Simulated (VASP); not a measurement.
GeSe:

```xyz
8
Lattice="10.7900 0.0000 0.0000 0.0000 3.8200 0.0000 0.0000 0.0000 4.3800" Properties=species:S:1:pos:R:3 pbc="T T T"
Ge    1.3056    2.8650    3.9157
Ge    6.7006    2.8650    2.6543
Ge    4.0894    0.9550    1.7257
Ge    9.4844    0.9550    0.4643
Se    9.1931    2.8650    2.1769
Se    3.7981    2.8650    0.0131
Se    6.9919    0.9550    4.3669
Se    1.5969    0.9550    2.2031
```

- Program: VASP 6.6.1
- Task: relaxation of cell and atoms
- Functional: PBE
- Dispersion: D3(BJ)
- Potentials or basis: VASP PAW PBE potentials, release 64 (Ge_d, Se)
- Cutoff: 500 eV
- k mesh: 2 × 6 × 6
- Occupations: gaussian, width 0.02 eV
- Spin: no spin polarisation

At the start: pressure 3.4 GPa; volume 22.57 Å³/atom.

**Question.** How do energy, volume and symmetry change on relaxing?

**Answer.** Over 15 steps the energy falls by 12.1 meV/atom and the volume is 23.57 Å³/atom (+4.4 %); space group Pnma (No. 62, to 0.05 Å).

The path:
```csv
step,energy change (eV),largest force (eV/Å),pressure (GPa),volume (Å³)
1,0.0000,0.2359,3.37,180.53
2,-0.0407,0.3059,-2.43,193.24
3,-0.0854,0.1487,-0.09,187.94
4,-0.0855,0.1444,-0.02,187.79
5,-0.0901,0.0990,0.00,187.96
6,-0.0924,0.0582,0.04,188.17
7,-0.0925,0.0560,0.07,188.20
8,-0.0938,0.0387,-0.05,188.58
9,-0.0941,0.0350,-0.14,188.86
10,-0.0950,0.0467,0.09,188.42
11,-0.0950,0.0507,0.18,188.27
12,-0.0956,0.0426,0.14,188.33
13,-0.0964,0.0242,0.08,188.47
14,-0.0957,0.0237,-0.04,188.75
15,-0.0965,0.0157,0.04,188.55
```

Final structure:
```
CELL_PARAMETERS angstrom
10.97871 0.00000 0.00000
0.00000 3.87259 0.00000
0.00000 0.00000 4.43488
ATOMIC_POSITIONS crystal
Ge 0.12393 0.75000 0.89052
Ge 0.62393 0.75000 0.60948
Ge 0.37607 0.25000 0.39052
Ge 0.87607 0.25000 0.10948
Se 0.85455 0.75000 0.49705
Se 0.35455 0.75000 0.00295
Se 0.64545 0.25000 0.99705
Se 0.14545 0.25000 0.50295
```
